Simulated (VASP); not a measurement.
# ZnS (Wurtzite-2H): single point with PBE

ZnS (Wurtzite-2H):

```
Zn S
1.0
     3.76411    0.00000    0.00000
    -1.88205    3.25981    0.00000
     0.00000    0.00000    6.18610
Zn S
2 2
Direct
  0.33333 0.66667 0.00557
  0.66667 0.33333 0.50557
  0.33333 0.66667 0.37943
  0.66667 0.33333 0.87943
```

This cell differs from its parent crystal: volume scaled by 0.94, then relaxed in part.

| Item | Value |
| --- | --- |
| Program | VASP 6.6.1 |
| Task | single point |
| Functional | PBE |
| Potentials or basis | VASP PAW PBE potentials, release 64 (Zn, S) |
| Cutoff | 520 eV |
| k mesh | 9 × 9 × 6 |
| Occupations | gaussian, width 0.02 eV |
| Spin | no spin polarisation |
| Dipole correction | no |
| Further INCAR settings | ALGO = Normal; EDIFF = 1e-06; NBANDS = 26 |

The pressure is 5.1 GPa. The largest force is 0.005 eV/Å and the band gap on the k mesh is 2.36 eV, direct.

Forces on the atoms (eV/Å):
```
Zn   0.000  0.000  0.005
Zn   0.000  0.000  0.005
S    0.000  0.000 -0.005
S    0.000  0.000 -0.005
```

Levels at points of the mesh, in eV from the valence-band top:
```tsv
k point	band 15	band 16	band 17	band 18	band 19	band 20	band 21	band 22
(0.00, 0.00, 0.00)	-0.94	-0.10	0.00	0.00	2.36	3.18	6.29	6.29
(0.00, 0.00, 0.50)	-0.49	-0.49	-0.49	-0.49	3.67	3.67	6.76	6.76
```

It took 84 s on 1 thread of Intel(R) Xeon(R) Platinum 8259CL CPU @ 2.50GHz (Skylake/Cascade Lake), on a shared host, peak memory 0.23 GiB.
